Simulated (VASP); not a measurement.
# TePb in VASP: a series of runs

TePb is run at these levels: PBEsol; tasks: single point.

Everything below comes from runs of VASP 6.6.1. Logs are shortened: lines on timing, memory, paths and dates and some standing lists are left out, and cuts for length are marked.

### 1 The cell of the first run

The structure is tetragonal, space group I4mm (No. 107). The conventional cell has a = 4.556 Å, b = 4.556 Å, c = 6.443 Å, α = 90.00°, β = 90.00°, γ = 90.00°. Within 4.1 Å of Pb (site symmetry 4mm) lie 6 Te at 3.14 to 3.30 Å. Te (site symmetry 4mm) has 6 Pb at 3.14 to 3.30 Å within 4.1 Å.

### 2 Single point, PBEsol (atom 1 (Pb) moved 0.08 Å along y)

INCAR reads:

```
SYSTEM = TePb
ALGO = Normal
EDIFF = 1E-6
ENCUT = 520
GGA = PS
ISIF = 2
ISMEAR = 0
LASPH = .TRUE.
LCHARG = .FALSE.
LREAL = .FALSE.
LWAVE = .FALSE.
NBANDS = 17
NELM = 100
PREC = Accurate
SIGMA = 0.05
```

KPOINTS reads:

```
k-points
0
G
  8 8 8
  0 0 0
```

POSCAR reads:

```
TePb
1.0
    0.0000000000      3.2215039163      3.2215039163
    3.2215039163      0.0000000000      3.2215039163
    3.2215039163      3.2215039163      0.0000000000
Pb Te
1 1
Direct
    0.5124165610      0.4875834390      0.5124165610
    0.0000000000      0.0000000000      0.0000000000
```

Potentials or basis: VASP PAW PBE potentials, release 64 (Pb_d, Te).

On the command line:

```sh
$ cat potpaw_PBE.64/Pb_d/POTCAR potpaw_PBE.64/Te/POTCAR > POTCAR
$ mpirun -np 1 vasp_std > vasp.out
```

OUTCAR:

```text
SYSTEM = TePb
   EDIFF = 1E-6
   ENCUT = 520
   GGA = PS
   ISIF = 2
   ISMEAR = 0
   LASPH = .TRUE.
   LREAL = .FALSE.
   NELM = 100
   PREC = Accurate

 ion  position               nearest neighbor table
   1  0.512  0.488  0.512-   2 3.14   2 3.22   2 3.22   2 3.22   2 3.22   2 3.30
   2  0.000  0.000  0.000-   1 3.14   1 3.22   1 3.22   1 3.22   1 3.22   1 3.30

  LATTYP: Found a face centered cubic cell.
 ALAT       =     6.4430078326

  Lattice vectors:

 A1 = (   0.0000000000,   3.2215039163,   3.2215039163)
 A2 = (   3.2215039163,   0.0000000000,   3.2215039163)
 A3 = (   3.2215039163,   3.2215039163,   0.0000000000)

Analysis of symmetry for initial positions (statically):
=====================================================================
 Subroutine PRICEL returns:
 Original cell was already a primitive cell.

 Routine SETGRP: Setting up the symmetry group for a
 face centered cubic supercell.

 Subroutine GETGRP returns: Found  8 space group operations
 (whereof  8 operations were pure point group operations)
 out of a pool of 48 trial point group operations.

The static configuration has the point symmetry C_4v.

Analysis of symmetry for dynamics (positions and initial velocities):
=====================================================================
 Subroutine PRICEL returns:
 Original cell was already a primitive cell.

 Routine SETGRP: Setting up the symmetry group for a
 face centered cubic supercell.

 Subroutine GETGRP returns: Found  8 space group operations
 (whereof  8 operations were pure point group operations)
 out of a pool of 48 trial point group operations.

The dynamic configuration has the point symmetry C_4v.

 Subroutine INISYM returns: Found  8 space group operations
 (whereof  8 operations are pure point group operations),
 and found     1 'primitive' translations

----------------------------------------------------------------------------------------

                                     Primitive cell

  volume of cell :      66.8661

  direct lattice vectors                    reciprocal lattice vectors
     0.000000000  3.221503916  3.221503916    -0.155207013  0.155207013  0.155207013
     3.221503916  0.000000000  3.221503916     0.155207013 -0.155207013  0.155207013
     3.221503916  3.221503916  0.000000000     0.155207013  0.155207013 -0.155207013

  length of vectors
     4.555894530  4.555894530  4.555894530     0.268826432  0.268826432  0.268826432

  position of ions in fractional coordinates (direct lattice)
     0.512416561  0.487583439  0.512416561
     0.000000000  0.000000000  0.000000000

  ion indices of the primitive-cell ions
   primitive index   ion index
                 1           1
                 2           2

----------------------------------------------------------------------------------------

 KPOINTS: k-points

Automatic generation of k-mesh.
 Grid dimensions read from file:
 generate k-points for:    8    8    8

 Generating k-lattice:

  Cartesian coordinates                     Fractional coordinates (reciprocal lattice)
    -0.019400877  0.019400877  0.019400877     0.125000000  0.000000000  0.000000000
     0.019400877 -0.019400877  0.019400877     0.000000000  0.125000000  0.000000000
     0.019400877  0.019400877 -0.019400877     0.000000000  0.000000000  0.125000000

  Length of vectors
     0.033603304  0.033603304  0.033603304

  Shift w.r.t. Gamma in fractional coordinates (k-lattice)
     0.000000000  0.000000000  0.000000000

 Subroutine IBZKPT returns following result:
 ===========================================

 Found     59 irreducible k-points:

 Following reciprocal coordinates:
            Coordinates               Weight
  0.000000  0.000000  0.000000      1.000000
  0.125000  0.000000  0.000000      8.000000
  0.250000  0.000000  0.000000      8.000000
  0.375000  0.000000  0.000000      8.000000
  0.500000  0.000000  0.000000      4.000000
  0.125000  0.125000  0.000000      4.000000
[... 16 lines left out ...]
  0.250000  0.000000  0.375000      8.000000
  0.500000  0.250000  0.000000     16.000000
 [... further k-points ...]
   k-points           NKPTS =     59   k-points in BZ     NKDIM =     59   number of bands    NBANDS=     17
   number of dos      NEDOS =    301   number of ions     NIONS =      2
   total plane-waves  NPLWV =  46656
   dimension x,y,z NGX =    36 NGY =   36 NGZ =   36
   dimension x,y,z NGXF=    72 NGYF=   72 NGZF=   72
   ions per type =               1   1
   NGX,Y,Z   is equivalent  to a cutoff of  13.14, 13.14, 13.14 a.u.
   NGXF,Y,Z  is equivalent  to a cutoff of  26.27, 26.27, 26.27 a.u.
 SYSTEM =  TePb
   PREC   = accura    normal or accurate (medium, high low for compatibility)
   ISTART =      0    job   : 0-new  1-cont  2-samecut
   ICHARG =      2    charge: 1-file 2-atom 10-const
   ISPIN  =      1    spin polarized calculation?
   LNONCOLLINEAR =      F non collinear calculations
   LSORBIT =      F    spin-orbit coupling
   LASPH  =      T    aspherical Exc in radial PAW
   ENCUT  =  520.0 eV  38.22 Ry    6.18 a.u.   8.47  8.47  8.47*2*pi/ulx,y,z
   NELM   =    100;   NELMIN=  2; NELMDL= -5     # of ELM steps
   EDIFF  = 0.1E-05   stopping-criterion for ELM
   LREAL  =      F    real-space projection
   EDIFFG = 0.1E-04   stopping-criterion for IOM
   NSW    =      0    number of steps for IOM
   IBRION =     -1    ionic relax: 0-MD 1-quasi-New 2-CG
   NFREE  =      0    steps in history (QN), initial steepest desc. (CG)
   ISIF   =      2    stress and relaxation
   ISYM   =      2    0-nonsym 1-usesym 2-fastsym
   POTIM  = 0.5000    time-step for ionic-motion
   TEBEG  =    0.0;   TEEND  =   0.0 temperature during run
   PSTRESS=    0.0 pullay stress
   NELECT =      20.0000    total number of electrons
   NUPDOWN=      -1.0000    fix difference up-down
   EMIN   =  10.00;   EMAX   =-10.00  energy-range for DOS
   EFERMI =   0.00;   METHOD = LEGACY
   ISMEAR =     0;   SIGMA  =   0.05  broadening in eV -4-tet -1-fermi 0-gaus
   EFERMI_NEDOS =   21; number of points for ismear=-14 and -15
   IALGO  =     38    algorithm
   IMIX   =      4    mixing-type and parameters
     AMIX     =   0.40;   BMIX     =  1.00
     AMIX_MAG =   1.60;   BMIX_MAG =  1.00
  volume/ion in A,a.u.               =      33.43       225.62
  Fermi-wavevector in a.u.,A,eV,Ry     =   1.094837  2.068942 16.308872  1.198668
  Thomas-Fermi vector in A             =   2.231149
   LORBIT       =      0    0 simple, 1 ext, 2 COOP (PROOUT), +10 PAW based schemes
   GGA     = PS    functional components
   LHFCALC =     F    Hartree Fock is set to
   AEXX    =    0.0000 exact exchange contribution
   IVDW    =     0    specifies the selected vdW correction
   LEPSILON=     F    determine dielectric tensor
   LRPA    =     F    only Hartree local field effects (RPA)
 non-spin polarized calculation
 Gauss-broadening in eV      SIGMA  =   0.05
  energy-cutoff  :      520.00
  volume of cell :       66.87
 maximum number of plane-waves:      1826
 NGX is ok and might be reduce to    36
   NGX = 17   NGY = 17   NGZ = 17

 number of electron      20.0000001 magnetization

 Free energy of the ion-electron system (eV)
  ---------------------------------------------------
  ext. energy  EPLUGINS =         0.00000000
  ---------------------------------------------------
  free energy    TOTEN  =        -8.25728687 eV

  energy without entropy =       -8.25728687  energy(sigma->0) =       -8.25728687

 E-fermi :   5.8048     XC(G=0):  -9.5086

 val. band max:        5.5580384820   @ k =   0.5000   0.0000   0.0000
 cond. band min:       6.2481094159   @ k =   0.5000   0.0000   0.0000
 fundamental gap:      0.6900709339
 Fermi energy:         5.8047667405

 k-point     1 :       0.0000    0.0000    0.0000
  band No.  band energies     occupation
      1     -11.0645      2.00000
      2     -11.0644      2.00000
      3     -11.0530      2.00000
      4     -11.0520      2.00000
      5     -11.0520      2.00000
      6      -6.5397      2.00000
[... 9 lines left out ...]
     16      11.3458      0.00000
     17      12.7760      0.00000

 k-point     2 :       0.1250    0.0000    0.0000
  band No.  band energies     occupation
      1     -11.0664      2.00000
      2     -11.0664      2.00000
      3     -11.0520      2.00000
      4     -11.0503      2.00000
      5     -11.0497      2.00000
      6      -6.4038      2.00000
[... 9 lines left out ...]
     16      11.6227      0.00000
     17      13.8724      0.00000

 k-point     3 :       0.2500    0.0000    0.0000
  band No.  band energies     occupation
      1     -11.0720      2.00000
      2     -11.0718      2.00000
      3     -11.0511      2.00000
      4     -11.0439      2.00000
      5     -11.0433      2.00000
      6      -6.0123      2.00000
[... 9 lines left out ...]
     16      12.4170      0.00000
     17      15.7983      0.00000

 k-point     4 :       0.3750    0.0000    0.0000
  band No.  band energies     occupation
      1     -11.0780      2.00000
      2     -11.0777      2.00000
      3     -11.0503      2.00000
      4     -11.0372      2.00000
      5     -11.0365      2.00000
      6      -5.4480      2.00000
[... 9 lines left out ...]
     16      13.6482      0.00000
     17      16.2547      0.00000
[... 343 lines left out ...]
      1     -11.1029      2.00000
      2     -11.0599      2.00000
      3     -11.0570      2.00000
      4     -11.0351      2.00000
      5     -11.0330      2.00000
      6      -5.4359      2.00000
[... 9 lines left out ...]
     16      14.9316      0.00000
     17      15.3015      0.00000

 k-point    23 :       0.2500    0.0000    0.3750
  band No.  band energies     occupation
      1     -11.1030      2.00000
      2     -11.0598      2.00000
      3     -11.0581      2.00000
      4     -11.0345      2.00000
      5     -11.0327      2.00000
      6      -5.4316      2.00000
[... 9 lines left out ...]
     16      14.9501      0.00000
     17      15.3021      0.00000

 k-point    24 :       0.5000    0.2500    0.0000
  band No.  band energies     occupation
      1     -11.1049      2.00000
      2     -11.0656      2.00000
      3     -11.0523      2.00000
      4     -11.0349      2.00000
      5     -11.0303      2.00000
      6      -4.9765      2.00000
[... 9 lines left out ...]
     16      15.2123      0.00000
     17      16.0076      0.00000

 [... further k-points ...]
[... 5 lines left out ...]
  --------------------------------------------------------------------------------------
  -------------------------------------------------------------------------------------
  Total       -0.0158049      0.0871805     -0.0158049      0.0000000      0.0000000      0.0000000
  in kB       -0.3787005      2.0889308     -0.3787005      0.0000000      0.0000000      0.0000000
  external PRESSURE =       0.4438433 kB  Pullay stress =       0.0000000 kB

 VOLUME and BASIS-vectors are now :
 -----------------------------------------------------------------------------
  energy-cutoff  :      520.00
  volume of cell :       66.87
      direct lattice vectors                 reciprocal lattice vectors
     0.000000000  3.221503916  3.221503916    -0.155207013  0.155207013  0.155207013
     3.221503916  0.000000000  3.221503916     0.155207013 -0.155207013  0.155207013
     3.221503916  3.221503916  0.000000000     0.155207013  0.155207013 -0.155207013

 POSITION                                       TOTAL-FORCE (eV/Angst)
 -----------------------------------------------------------------------------------
      3.22150      3.30150      3.22150         0.000000     -0.048788      0.000000
      0.00000      0.00000      0.00000         0.000000      0.048788      0.000000
 -----------------------------------------------------------------------------------
    total drift:                               -0.000000     -0.000134     -0.000000

  FREE ENERGIE OF THE ION-ELECTRON SYSTEM (eV)
  ---------------------------------------------------
  free  energy   TOTEN  =        -8.2572868676 eV

  energy  without entropy=       -8.2572868676  energy(sigma->0) =       -8.25728687
```

It took 39 s on 1 thread of AMD EPYC 9R45 (Zen 5), shared host; peak memory 0.21 GiB.

Results:

```yaml
Free_energy: -8.2573 eV
Pressure: 0.0 GPa
Largest_force: 0.049 eV/Å
Band_gap_on_the_k_mesh: 0.69 eV, direct
```

Forces on the atoms (eV/Å):
```
Pb   0.000 -0.049  0.000
Te   0.000  0.049  0.000
```

Caveat: the cell differs from its parent crystal (atom 1 (Pb) moved 0.08 Å along y); the PAW data sets were made with another functional, which shifts forces and pressure a little; spin-orbit coupling is left out, which moves the levels of the heavy elements.

### 3 Single point, PBEsol

INCAR reads:

```
  ALGO = Normal
  EDIFF = 1E-6
  ENCUT = 520
  GGA = PS
  ISIF = 2
  ISMEAR = 0
  LASPH = T
  LCHARG = F
  LREAL = F
  LWAVE = F
  NBANDS = 17
  NELM = 80
  PREC = Accurate
  SIGMA = 0.05
```

KPOINTS reads:

```
k-points
0
Gamma
  8 8 8
```

POSCAR reads:

```
TePb
1.0
   -0.0322150392      3.2215039163      3.2215039163
    3.1892888771      0.0000000000      3.1892888771
    3.2215039163      3.2215039163     -0.0322150392
Pb Te
1 1
Direct
    0.5000000000      0.5000000000      0.5000000000
    0.0000000000      0.0000000000      0.0000000000
```

Potentials or basis: VASP PAW PBE potentials, release 64 (Pb_d, Te).

On the command line:

```sh
$ cat potpaw_PBE.64/Pb_d/POTCAR potpaw_PBE.64/Te/POTCAR > POTCAR
$ mpirun -np 1 vasp_std > vasp.out
```

Wall time 73 s (1 thread of AMD EPYC 9R45 (Zen 5), shared host); peak memory 0.24 GiB.

The run converged. Its results:

```
Free energy            : -8.2578 eV
Pressure               : 0.0 GPa
Band gap on the k mesh : 0.55 eV, indirect (least direct gap 0.64 eV)
```

Stress tensor (GPa, compression positive):
```
-0.03  0.00  0.30
 0.00 -0.04  0.00
 0.30  0.00 -0.03
```

Levels at points of the mesh, in eV from the valence-band top:
```
           k point  band 8  band 9  band 10  band 11  band 12  band 13
(0.00, 0.00, 0.00)   -1.50   -1.42    -1.33     4.00     4.02     4.05
(0.50, 0.00, 0.00)   -0.94   -0.89     0.00     0.65     1.20     1.25
(0.00, 0.50, 0.00)   -1.00   -0.96    -0.09     0.55     1.10     1.16
(0.50, 0.50, 0.00)   -4.64   -2.90    -2.90     3.13     5.43     5.45
(0.50, 0.00, 0.50)   -4.64   -3.00    -2.80     3.13     5.42     5.48
```

Caveat: the PAW data sets were made with another functional, which shifts forces and pressure a little; spin-orbit coupling is left out, which moves the levels of the heavy elements.
